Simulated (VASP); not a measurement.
# Al2Cu (I4/mcm) in VASP: notebook, part 3 of 3

VASP 6.6.1. Earlier steps stand in the parts before.

### 6 Single point, PBEsol

This run uses another cell than the first one, of 15.33 Å³/atom.

INCAR

```
SYSTEM = Al2Cu
  ALGO = Fast
  EDIFF = 1E-7
  ENCUT = 520
  GGA = PS
  ISIF = 2
  ISMEAR = 0
  LASPH = .True.
  LCHARG = .False.
  LREAL = .False.
  LWAVE = .False.
  NBANDS = 26
  NELM = 60
  PREC = Accurate
  SIGMA = 0.15
```

KPOINTS

```
k-points
0
Gamma
  10 10 10
  0 0 0
```

POSCAR

```
Al2Cu
1.0
   -3.0864000000      3.0864000000      2.4138103907
    3.0864000000     -3.0864000000      2.4138103907
    3.0864000000      3.0864000000     -2.4138103907
Al Cu
4 2
Direct
    0.1593210787      0.6593210787      0.8186421574
    0.6593210787      0.8406789213      0.5000000000
    0.8406789213      0.3406789213      0.1813578426
    0.3406789213      0.1593210787      0.5000000000
    0.7500000000      0.7500000000      0.0000000000
    0.2500000000      0.2500000000      0.0000000000
```

Potentials or basis: VASP PAW PBE potentials, release 64 (Al, Cu).

Run with:

```console
> cat potpaw_PBE.64/Al/POTCAR potpaw_PBE.64/Cu/POTCAR > POTCAR
> mpirun -np 1 vasp_std > vasp.out
```

OUTCAR:

```text
SYSTEM = Al2Cu
   EDIFF = 1E-7
   ENCUT = 520
   GGA = PS
   ISIF = 2
   ISMEAR = 0
   LASPH = .True.
   LREAL = .False.
   NELM = 60
   PREC = Accurate

 ion  position               nearest neighbor table
   1  0.159  0.659  0.819-   5 2.62   6 2.62   5 2.62   6 2.62   3 2.78   3 2.89   3 2.89   4 3.11
                             2 3.11   2 3.11   4 3.11   4 3.28   2 3.28   2 3.28   4 3.28
   2  0.659  0.841  0.500-   5 2.62   5 2.62   6 2.62   6 2.62   4 2.78   4 2.89   4 2.89   3 3.11
                             1 3.11   1 3.11   3 3.11   1 3.28   3 3.28   1 3.28   3 3.28
[... 915 lines left out ...]
  -------------------------------------------------------------------------------------
  Total       -3.7516021     -3.7516021     -1.6676504      0.0000000     -0.0000000      0.0000000
  in kB      -65.3521358    -65.3521358    -29.0501273      0.0000000     -0.0000000      0.0000000
  external PRESSURE =     -53.2514663 kB  Pullay stress =       0.0000000 kB

 VOLUME and BASIS-vectors are now :
 -----------------------------------------------------------------------------
  energy-cutoff  :      520.00
  volume of cell :       91.97
      direct lattice vectors                 reciprocal lattice vectors
    -3.086400000  3.086400000  2.413810391     0.000000000  0.162001037  0.207141374
     3.086400000 -3.086400000  2.413810391     0.162001037  0.000000000  0.207141374
     3.086400000  3.086400000 -2.413810391     0.162001037  0.162001037  0.000000000

 POSITION                                       TOTAL-FORCE (eV/Angst)
 -----------------------------------------------------------------------------------
      4.06986      0.98346      0.00000        -0.025955     -0.025955     -0.000000
      2.10294      0.98346      2.41381         0.025955     -0.025955     -0.000000
     -0.98346      2.10294      2.41381         0.025955      0.025955      0.000000
      0.98346      2.10294      0.00000        -0.025955      0.025955     -0.000000
      0.00000      0.00000      3.62072        -0.000000      0.000000     -0.000000
      0.00000      0.00000      1.20691        -0.000000      0.000000     -0.000000
 -----------------------------------------------------------------------------------
    total drift:                               -0.000000     -0.000000      0.000000

  FREE ENERGIE OF THE ION-ELECTRON SYSTEM (eV)
  ---------------------------------------------------
  free  energy   TOTEN  =       -25.9156712728 eV

  energy  without entropy=      -25.8942265436  energy(sigma->0) =      -25.90494891
```

stdout:

```text
POSCAR found type information on POSCAR AlCu
 POSCAR found :  2 types and       6 ions
 scaLAPACK will be used
 -----------------------------------------------------------------------------
|                                                                             |
|                                                                             |
|     You enforced a specific xc type in the INCAR file but a different       |
|     I HOPE YOU KNOW WHAT YOU ARE DOING!                                     |
|                                                                             |
 -----------------------------------------------------------------------------

 LDA part: xc-table for (Slater+PW92), standard interpolation
 POSCAR, INCAR and KPOINTS ok, starting setup
 FFT: planning ... GRIDC
 FFT: planning ... GRID_SOFT
 FFT: planning ... GRID
 WAVECAR not read
 entering main loop
WARNING in EDDRMM: call to ZHEGV failed, returncode =   8  4     26
```

It took 3.9 min on 1 thread of AMD EPYC 9R45 (Zen 5), shared host; peak memory 0.35 GiB.

Results:

```yaml
Free_energy: -25.9157 eV
Pressure: -5.3 GPa
Largest_force: 0.037 eV/Å
Band_gap_on_the_k_mesh: zero (bands 17 and 18 overlap by 4.53 eV)
```

Forces in eV/Å, atoms in the order of the input:
```
Al  -0.026 -0.026  0.000
Al   0.026 -0.026  0.000
Al   0.026  0.026  0.000
Al  -0.026  0.026  0.000
Cu   0.000  0.000  0.000
Cu   0.000  0.000  0.000
```

Stress tensor (GPa, compression positive):
```
-6.54  0.00  0.00
 0.00 -6.54  0.00
 0.00  0.00 -2.91
```

Levels at points of the mesh, in eV from the Fermi level:
| k point | band 13 | band 14 | band 15 | band 16 | band 17 | band 18 | band 19 | band 20 | band 21 | band 22 |
| --- | --- | --- | --- | --- | --- | --- | --- | --- | --- | --- |
| (0.00, 0.00, 0.00) | -3.03 | -2.09 | -1.18 | -1.11 | -1.11 | -0.93 | -0.29 | 0.12 | 1.46 | 1.46 |
| (0.50, 0.00, 0.00) | -3.07 | -3.07 | -2.61 | -2.61 | 0.09 | 0.09 | 3.72 | 3.72 | 4.04 | 4.04 |
| (0.50, 0.50, 0.00) | -2.62 | -2.59 | -1.59 | -1.38 | -0.92 | -0.57 | 0.52 | 0.92 | 4.52 | 4.71 |
| (0.50, 0.50, 0.50) | -3.33 | -3.12 | -3.12 | -1.73 | 2.62 | 2.94 | 2.94 | 3.13 | 3.95 | 4.65 |

Caveat: the cell stands under tension; the PAW data sets were made with another functional, which shifts forces and pressure a little.

### 7 Overview

```tsv
cell	further INCAR settings	gap on the mesh (eV)	pressure (GPa)	largest force (eV/Å)
a = 4.938 Å, angles 105.3, 105.3, 118.2°, 6 atoms	ALGO = Fast; EDIFF = 1e-07; NBANDS = 26	none	-4.4	0.16
a = 5.017 Å, angles 102.3, 102.3, 125.0°, 6 atoms	ALGO = Fast; EDIFF = 1e-07; NBANDS = 26	none	-4.6	0.15
a = 5.002 Å, angles 102.9, 102.9, 123.6°, 6 atoms	ALGO = Fast; EDIFF = 1e-06; NBANDS = 26	none	-5.1	0.11
a = 4.962 Å, angles 104.8, 104.8, 119.2°, 6 atoms	ALGO = Fast; EDIFF = 1e-06; NBANDS = 26	none	-5.4	0.10
a = 4.988 Å, angles 103.5, 103.5, 122.1°, 6 atoms	ALGO = Fast; EDIFF = 1e-07; NBANDS = 26	none	-5.3	0.04
```

Alike in all rows: task single point; level PBEsol; potentials or basis VASP PAW PBE potentials, release 64 (Al, Cu); no spin polarisation; k mesh 10 × 10 × 10; cutoff (eV) 520; smearing gaussian 0.15 eV.

Caveats: the cell stands under tension; the PAW data sets were made with another functional, which shifts forces and pressure a little.

Absolute energies hang on the potentials; compare differences alone.
